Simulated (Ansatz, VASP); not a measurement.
## One calculation of Ru, two programs

The input POSCAR:

```
Ru
1.0
    2.7057993342      0.0000000000      0.0000000000
   -1.3528996671      2.3432909610      0.0000000000
    0.0000000000      0.0000000000      3.9393480000
Ru
2
Direct
    0.3333333333      0.6666666667      0.2500000000
    0.6666666667      0.3333333333      0.7500000000
```

File INCAR.step1:

```
SYSTEM = Ru
PREC = Accurate
ENCUT = 520
ISMEAR = 0
SIGMA = 0.15
LREAL = .False.
LASPH = .True.
NELM = 80
NBANDS = 21
GGA = PE
ALGO = Normal
EDIFF = 1E-4
LWAVE = .True.
LCHARG = .False.
```

The input INCAR.step2:

```
SYSTEM = Ru
PREC = Accurate
ENCUT = 520
EDIFF = 1E-6
ISMEAR = 0
SIGMA = 0.15
LREAL = .False.
LASPH = .True.
NELM = 80
ALGO = Normal
ISIF = 2
LWAVE = .False.
LCHARG = .False.
METAGGA = R2SCAN
LMIXTAU = .True.
NBANDS = 21
ISTART = 1
```

The input KPOINTS:

```
regular mesh
0
Gamma
  24 24 12
  0 0 0
```

Input for Ansatz:

```yaml
crystal:
  lattice:
    - [2.7057993342, 0.0, 0.0]
    - [-1.3528996671, 2.343290961, 0.0]
    - [0.0, 0.0, 3.939348]
  atoms:
    - { symbol: Ru, position: [0.3333333333, 0.6666666667, 0.25] }
    - { symbol: Ru, position: [0.6666666667, 0.3333333333, 0.75] }
basis:
  ecutwfc: 500
kpoints:
  mp_grid: { grid: [24, 24, 12] }
hamiltonian:
  xc: r2scan
scf:
  occupations: { method: gaussian, width: 0.15 }
output:
  forces: true
  stress: true
  eigenvalues: true
```

Change from the starting cell: strain +0.000 along x and y, -0.080 along z, atoms carried along.

Alike in both runs: task single point; functional r2SCAN; k mesh 24 × 24 × 12; occupations gaussian, width 0.15 eV; no spin polarisation.

|  | VASP | Ansatz |
| --- | --- | --- |
| version | VASP 6.6.1 | Ansatz 0.2.0 |
| potentials or method | VASP PAW PBE potentials, release 64 (Ru_pv), cutoff 520 eV | scalar-relativistic, plane waves, PAW |
| valence electrons in the cell | 28 | 32 |

```tsv
	VASP	Ansatz	Ansatz less VASP
gap on the k mesh at the Fermi level (eV)	none	none	-
pressure (GPa)	38.2	35.9	-2.26
traceless stress, the component that is largest in VASP (GPa)	32.08	31.69	-0.388
```

VASP's potentials were made for PBE, not for r2SCAN. A gap of «none» marks a metal or a gap that the smearing closes. Both programs put the cell under a high pressure, so it lies far from rest at this level. VASP's potentials hold 28 valence electrons a cell and Ansatz's 32, so a difference there can come from the potentials and not from the codes.
